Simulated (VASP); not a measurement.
# WSe3 (Pm-3m) in VASP: a series of runs

Runs on WSe3. Level: PBEsol. Tasks: single point.

Everything below comes from runs of VASP 6.6.1. Logs are shortened: lines on timing, memory, paths and dates and some standing lists are left out, and cuts for length are marked.

### Step 1. The cell of the first run

It takes space group Pm-3m (No. 221, cubic). The conventional cell has a = 4.887 Å, b = 4.887 Å, c = 4.887 Å, α = 90.00°, β = 90.00°, γ = 90.00°. Within 3.2 Å of W (site symmetry m-3m) lie 6 Se at 2.44 Å. Within 3.2 Å of Se (site symmetry 4/mmm) lie 2 W at 2.44 Å.

### Step 2. Single point, PBEsol

File INCAR:

```
PREC     = Accurate       # precision mode
ENCUT    = 520            # plane-wave cutoff, eV
EDIFF    = 1E-6           # SCF threshold, eV
ISMEAR   = 0              # smearing method
SIGMA    = 0.1            # smearing width, eV
LREAL    = False          # projectors in reciprocal space
LASPH    = True           # aspherical terms in the spheres
NELM     = 80             # most SCF steps
ALGO     = Normal         # electronic algorithm
ISIF     = 2              # what is computed and relaxed
LWAVE    = False          # write WAVECAR
LCHARG   = False          # write CHGCAR
GGA      = PS             # functional
NBANDS   = 24             # bands
```

File KPOINTS:

```
Automatic mesh
0
Gamma
  4 4 4
```

File POSCAR:

```
WSe3
1.0
    4.8870835389      0.0000000000      0.0000000000
    0.0000000000      4.8870835389      0.0000000000
    0.0000000000      0.0000000000      4.8870835389
W Se
1 3
Direct
    0.0000000000      0.0000000000      0.0000000000
    0.0000000000      0.0000000000      0.5000000000
    0.0000000000      0.5000000000      0.0000000000
    0.5000000000      0.0000000000      0.0000000000
```

Potentials or basis: VASP PAW PBE potentials, release 64 (W_sv, Se).

On the command line:

```
cat potpaw_PBE.64/W_sv/POTCAR potpaw_PBE.64/Se/POTCAR > POTCAR
mpirun -np 1 vasp_std > vasp.out
```

OUTCAR:

```text
PREC = Accurate
   ENCUT = 520
   EDIFF = 1E-6
   ISMEAR = 0
   LREAL = False
   LASPH = True
   NELM = 80
   ISIF = 2
   GGA = PS

 ion  position               nearest neighbor table
   1  0.000  0.000  0.000-   2 2.44   3 2.44   4 2.44   2 2.44   3 2.44   4 2.44
   2  0.000  0.000  0.500-   1 2.44   1 2.44
   3  0.000  0.500  0.000-   1 2.44   1 2.44
   4  0.500  0.000  0.000-   1 2.44   1 2.44

  LATTYP: Found a simple cubic cell.
 ALAT       =     4.8870835389

  Lattice vectors:

 A1 = (   4.8870835389,   0.0000000000,   0.0000000000)
 A2 = (   0.0000000000,   4.8870835389,   0.0000000000)
 A3 = (   0.0000000000,   0.0000000000,   4.8870835389)

Analysis of symmetry for initial positions (statically):
=====================================================================
 Subroutine PRICEL returns:
 Original cell was already a primitive cell.

 Routine SETGRP: Setting up the symmetry group for a
 simple cubic supercell.

 Subroutine GETGRP returns: Found 48 space group operations
 (whereof 48 operations were pure point group operations)
 out of a pool of 48 trial point group operations.

The static configuration has the point symmetry O_h .

Analysis of symmetry for dynamics (positions and initial velocities):
=====================================================================
 Subroutine PRICEL returns:
 Original cell was already a primitive cell.

 Routine SETGRP: Setting up the symmetry group for a
 simple cubic supercell.

 Subroutine GETGRP returns: Found 48 space group operations
 (whereof 48 operations were pure point group operations)
 out of a pool of 48 trial point group operations.

The dynamic configuration has the point symmetry O_h .

 Subroutine INISYM returns: Found 48 space group operations
 (whereof 48 operations are pure point group operations),
 and found     1 'primitive' translations

----------------------------------------------------------------------------------------

                                     Primitive cell

  volume of cell :     116.7211

  direct lattice vectors                    reciprocal lattice vectors
     4.887083539  0.000000000  0.000000000     0.204621016  0.000000000  0.000000000
     0.000000000  4.887083539  0.000000000     0.000000000  0.204621016  0.000000000
     0.000000000  0.000000000  4.887083539     0.000000000  0.000000000  0.204621016

  length of vectors
     4.887083539  4.887083539  4.887083539     0.204621016  0.204621016  0.204621016

  position of ions in fractional coordinates (direct lattice)
     0.000000000  0.000000000  0.000000000
     0.000000000  0.000000000  0.500000000
     0.000000000  0.500000000  0.000000000
     0.500000000  0.000000000  0.000000000

  ion indices of the primitive-cell ions
   primitive index   ion index
                 1           1
                 2           2
                 3           3
                 4           4

----------------------------------------------------------------------------------------

 KPOINTS: Automatic mesh

Automatic generation of k-mesh.
 Grid dimensions read from file:
 generate k-points for:    4    4    4

 Generating k-lattice:

  Cartesian coordinates                     Fractional coordinates (reciprocal lattice)
     0.051155254  0.000000000  0.000000000     0.250000000  0.000000000  0.000000000
     0.000000000  0.051155254  0.000000000     0.000000000  0.250000000  0.000000000
     0.000000000  0.000000000  0.051155254     0.000000000  0.000000000  0.250000000

  Length of vectors
     0.051155254  0.051155254  0.051155254

  Shift w.r.t. Gamma in fractional coordinates (k-lattice)
     0.000000000  0.000000000  0.000000000

 Subroutine IBZKPT returns following result:
 ===========================================

 Found     10 irreducible k-points:

 Following reciprocal coordinates:
            Coordinates               Weight
  0.000000  0.000000  0.000000      1.000000
  0.250000  0.000000  0.000000      6.000000
  0.500000  0.000000  0.000000      3.000000
  0.250000  0.250000  0.000000     12.000000
  0.500000  0.250000  0.000000     12.000000
  0.500000  0.500000  0.000000      3.000000
  0.250000  0.250000  0.250000      8.000000
  0.500000  0.250000  0.250000     12.000000
  0.500000  0.500000  0.250000      6.000000
  0.500000  0.500000  0.500000      1.000000
   k-points           NKPTS =     10   k-points in BZ     NKDIM =     10   number of bands    NBANDS=     24
   number of dos      NEDOS =    301   number of ions     NIONS =      4
   total plane-waves  NPLWV =  46656
   dimension x,y,z NGX =    36 NGY =   36 NGZ =   36
   dimension x,y,z NGXF=    72 NGYF=   72 NGZF=   72
   ions per type =               1   3
   NGX,Y,Z   is equivalent  to a cutoff of  12.25, 12.25, 12.25 a.u.
   NGXF,Y,Z  is equivalent  to a cutoff of  24.49, 24.49, 24.49 a.u.
 SYSTEM =  unknown system
   PREC   = accura    normal or accurate (medium, high low for compatibility)
   ISTART =      0    job   : 0-new  1-cont  2-samecut
   ICHARG =      2    charge: 1-file 2-atom 10-const
   ISPIN  =      1    spin polarized calculation?
   LNONCOLLINEAR =      F non collinear calculations
   LSORBIT =      F    spin-orbit coupling
   LASPH  =      T    aspherical Exc in radial PAW
   ENCUT  =  520.0 eV  38.22 Ry    6.18 a.u.   9.09  9.09  9.09*2*pi/ulx,y,z
   NELM   =     80;   NELMIN=  2; NELMDL= -5     # of ELM steps
   EDIFF  = 0.1E-05   stopping-criterion for ELM
   LREAL  =      F    real-space projection
   EDIFFG = 0.1E-04   stopping-criterion for IOM
   NSW    =      0    number of steps for IOM
   IBRION =     -1    ionic relax: 0-MD 1-quasi-New 2-CG
   NFREE  =      0    steps in history (QN), initial steepest desc. (CG)
   ISIF   =      2    stress and relaxation
   ISYM   =      2    0-nonsym 1-usesym 2-fastsym
   POTIM  = 0.5000    time-step for ionic-motion
   TEBEG  =    0.0;   TEEND  =   0.0 temperature during run
   PSTRESS=    0.0 pullay stress
   NELECT =      32.0000    total number of electrons
   NUPDOWN=      -1.0000    fix difference up-down
   EMIN   =  10.00;   EMAX   =-10.00  energy-range for DOS
   EFERMI =   0.00;   METHOD = LEGACY
   ISMEAR =     0;   SIGMA  =   0.10  broadening in eV -4-tet -1-fermi 0-gaus
   EFERMI_NEDOS =   21; number of points for ismear=-14 and -15
   IALGO  =     38    algorithm
   IMIX   =      4    mixing-type and parameters
     AMIX     =   0.40;   BMIX     =  1.00
     AMIX_MAG =   1.60;   BMIX_MAG =  1.00
  volume/ion in A,a.u.               =      29.18       196.92
  Fermi-wavevector in a.u.,A,eV,Ry     =   1.063510  2.009743 15.388928  1.131054
  Thomas-Fermi vector in A             =   2.198998
   LORBIT       =      0    0 simple, 1 ext, 2 COOP (PROOUT), +10 PAW based schemes
   GGA     = PS    functional components
   LHFCALC =     F    Hartree Fock is set to
   AEXX    =    0.0000 exact exchange contribution
   IVDW    =     0    specifies the selected vdW correction
   LEPSILON=     F    determine dielectric tensor
   LRPA    =     F    only Hartree local field effects (RPA)
 non-spin polarized calculation
 Gauss-broadening in eV      SIGMA  =   0.10
  energy-cutoff  :      520.00
  volume of cell :      116.72
 maximum number of plane-waves:      3178
   NGX = 19   NGY = 19   NGZ = 19

 number of electron      32.0000006 magnetization

 Free energy of the ion-electron system (eV)
  ---------------------------------------------------
  ext. energy  EPLUGINS =         0.00000000
  ---------------------------------------------------
  free energy    TOTEN  =       -24.34374860 eV

  energy without entropy =      -24.34374685  energy(sigma->0) =      -24.34374772

 E-fermi :   2.4900     XC(G=0):  -8.6402

 val. band max:        2.1835419074   @ k =   0.5000   0.2500   0.2500
 cond. band min:       2.7900187910   @ k =   0.2500   0.2500   0.2500
 fundamental gap:      0.6064768836
 Fermi energy:         2.4899725637

 k-point     1 :       0.0000    0.0000    0.0000
  band No.  band energies     occupation
      1     -72.9626      2.00000
      2     -37.1639      2.00000
      3     -37.1639      2.00000
      4     -37.1639      2.00000
      5     -11.8705      2.00000
      6     -10.3270      2.00000
[... 16 lines left out ...]
     23       7.2717      0.00000
     24       9.1266      0.00000

 k-point     2 :       0.2500    0.0000    0.0000
  band No.  band energies     occupation
      1     -72.9627      2.00000
      2     -37.1642      2.00000
      3     -37.1638      2.00000
      4     -37.1638      2.00000
      5     -11.6584      2.00000
      6     -10.3165      2.00000
[... 16 lines left out ...]
     23       8.6116      0.00000
     24       9.6533      0.00000

 k-point     3 :       0.5000    0.0000    0.0000
  band No.  band energies     occupation
      1     -72.9627      2.00000
      2     -37.1646      2.00000
      3     -37.1636      2.00000
      4     -37.1636      2.00000
      5     -11.4248      2.00000
      6     -10.3059      2.00000
[... 16 lines left out ...]
     23       9.1021      0.00000
     24      11.4469      0.00000

 k-point     4 :       0.2500    0.2500    0.0000
  band No.  band energies     occupation
      1     -72.9627      2.00000
      2     -37.1641      2.00000
      3     -37.1641      2.00000
      4     -37.1636      2.00000
      5     -11.4296      2.00000
      6     -10.2921      2.00000
[... 16 lines left out ...]
     23       9.5422      0.00000
     24      10.1524      0.00000

 k-point     5 :       0.5000    0.2500    0.0000
  band No.  band energies     occupation
      1     -72.9628      2.00000
      2     -37.1645      2.00000
      3     -37.1640      2.00000
      4     -37.1635      2.00000
      5     -11.1768      2.00000
      6     -10.2726      2.00000
[... 73 lines left out ...]
 k-point     8 :       0.5000    0.2500    0.2500
  band No.  band energies     occupation
      1     -72.9628      2.00000
      2     -37.1643      2.00000
      3     -37.1638      2.00000
      4     -37.1638      2.00000
      5     -10.8943      2.00000
      6     -10.2449      2.00000
[... 16 lines left out ...]
     23      10.1778      0.00000
     24      10.8563      0.00000

 k-point     9 :       0.5000    0.5000    0.2500
  band No.  band energies     occupation
      1     -72.9629      2.00000
      2     -37.1642      2.00000
      3     -37.1642      2.00000
      4     -37.1637      2.00000
      5     -10.5779      2.00000
      6     -10.1936      2.00000
[... 16 lines left out ...]
     23       9.6257      0.00000
     24      10.2211      0.00000

 k-point    10 :       0.5000    0.5000    0.5000
  band No.  band energies     occupation
      1     -72.9629      2.00000
      2     -37.1641      2.00000
      3     -37.1641      2.00000
      4     -37.1641      2.00000
      5     -10.1709      2.00000
      6     -10.1709      2.00000
[... 16 lines left out ...]
     23       8.7686      0.00000
     24      10.2514      0.00000

------------------------ aborting loop because EDIFF is reached ----------------------------------------

  FORCE on cell =-STRESS in cart. coord.  units (eV):
  Direction    XX          YY          ZZ          XY          YZ          ZX
  --------------------------------------------------------------------------------------
  -------------------------------------------------------------------------------------
  Total        0.1245220      0.1245220      0.1245220     -0.0000000     -0.0000000      0.0000000
  in kB        1.7092566      1.7092566      1.7092566     -0.0000000     -0.0000000      0.0000000
  external PRESSURE =       1.7092566 kB  Pullay stress =       0.0000000 kB

 VOLUME and BASIS-vectors are now :
 -----------------------------------------------------------------------------
  energy-cutoff  :      520.00
  volume of cell :      116.72
      direct lattice vectors                 reciprocal lattice vectors
     4.887083539  0.000000000  0.000000000     0.204621016  0.000000000  0.000000000
     0.000000000  4.887083539  0.000000000     0.000000000  0.204621016  0.000000000
     0.000000000  0.000000000  4.887083539     0.000000000  0.000000000  0.204621016

 POSITION                                       TOTAL-FORCE (eV/Angst)
 -----------------------------------------------------------------------------------
      0.00000      0.00000      0.00000         0.000000      0.000000      0.000000
      0.00000      0.00000      2.44354         0.000000      0.000000      0.000000
      0.00000      2.44354      0.00000         0.000000      0.000000      0.000000
      2.44354      0.00000      0.00000         0.000000      0.000000      0.000000
 -----------------------------------------------------------------------------------
    total drift:                               -0.000000     -0.000000     -0.000000

  FREE ENERGIE OF THE ION-ELECTRON SYSTEM (eV)
  ---------------------------------------------------
  free  energy   TOTEN  =       -24.3437486013 eV

  energy  without entropy=      -24.3437468484  energy(sigma->0) =      -24.34374772
```

Wall time 16 s (1 thread of AMD EPYC 9R45 (Zen 5), shared host); peak memory 0.18 GiB.

Results:

```yaml
Free_energy: -24.3437 eV
Pressure: 0.2 GPa
Band_gap_on_the_k_mesh: zero (band 16 reaches 3.01 eV, above the bottom of band 17 at 1.81 eV)
```

Levels at points of the mesh, in eV from the Fermi level:
| k point | band 14 | band 15 | band 16 | band 17 | band 18 | band 19 |
| --- | --- | --- | --- | --- | --- | --- |
| (0.00, 0.00, 0.00) | -1.10 | -1.10 | -1.10 | -0.39 | -0.39 | -0.39 |
| (0.50, 0.00, 0.00) | -1.78 | -1.56 | -0.63 | -0.63 | 0.54 | 1.45 |
| (0.50, 0.50, 0.00) | -2.00 | -2.00 | 0.50 | 1.11 | 1.37 | 1.48 |
| (0.50, 0.50, 0.50) | 0.52 | 0.52 | 0.52 | 1.44 | 1.44 | 1.44 |

Caveat: the PAW data sets were made with another functional, which shifts forces and pressure a little; spin-orbit coupling is left out, which moves the levels of the heavy elements.

### Step 3. Single point, PBEsol

This run uses another cell than the first one, of 24.05 Å³/atom, 0.824 times its volume.

File INCAR:

```
  PREC = Accurate
  ENCUT = 520
  EDIFF = 1E-7
  ISMEAR = -1
  SIGMA = 0.15
  LREAL = F
  LASPH = T
  NELM = 80
  ALGO = Normal
  ISIF = 2
  LWAVE = F
  LCHARG = F
  GGA = PS
  NBANDS = 24
```

File KPOINTS:

```
Automatic mesh
0
Gamma
  10 10 10
```

File POSCAR:

```
WSe3
1.0
    4.5819854371      0.0000000000      0.0000000000
    0.0000000000      4.5819854371      0.0000000000
    0.0000000000      0.0000000000      4.5819854371
W Se
1 3
Direct
    0.0000000000      0.0000000000      0.0000000000
    0.0000000000      0.0000000000      0.5000000000
    0.0000000000      0.5000000000      0.0000000000
    0.5000000000      0.0000000000      0.0000000000
```

Potentials or basis: VASP PAW PBE potentials, release 64 (W_sv, Se).

On the command line:

```
cat potpaw_PBE.64/W_sv/POTCAR potpaw_PBE.64/Se/POTCAR > POTCAR
mpirun -np 1 vasp_std > vasp.out
```

It took 66 s on 1 thread of AMD EPYC 9R45 (Zen 5), shared host; peak memory 0.24 GiB.

Results (log left out):

```yaml
Free_energy: -23.0590 eV
Pressure: 25.4 GPa
Band_gap_on_the_k_mesh: zero (band 16 reaches 5.16 eV, above the bottom of band 17 at 3.44 eV)
```

Levels at points of the mesh, in eV from the Fermi level:
```csv
k point,band 12,band 13,band 14,band 15,band 16,band 17,band 18,band 19,band 20,band 21
"(0.00, 0.00, 0.00)",-2.32,-2.32,-1.44,-1.44,-1.44,-0.22,-0.22,-0.22,1.23,1.23
"(0.50, 0.00, 0.00)",-4.21,-3.12,-2.27,-2.15,-0.60,-0.60,1.31,1.99,1.99,2.82
"(0.50, 0.50, 0.00)",-4.54,-3.20,-2.58,-2.58,0.74,1.70,2.03,2.03,2.13,6.22
"(0.50, 0.50, 0.50)",-6.29,-6.29,0.77,0.77,0.77,1.85,1.85,1.85,3.09,6.86
```

Caveat: the PAW data sets were made with another functional, which shifts forces and pressure a little; spin-orbit coupling is left out, which moves the levels of the heavy elements.
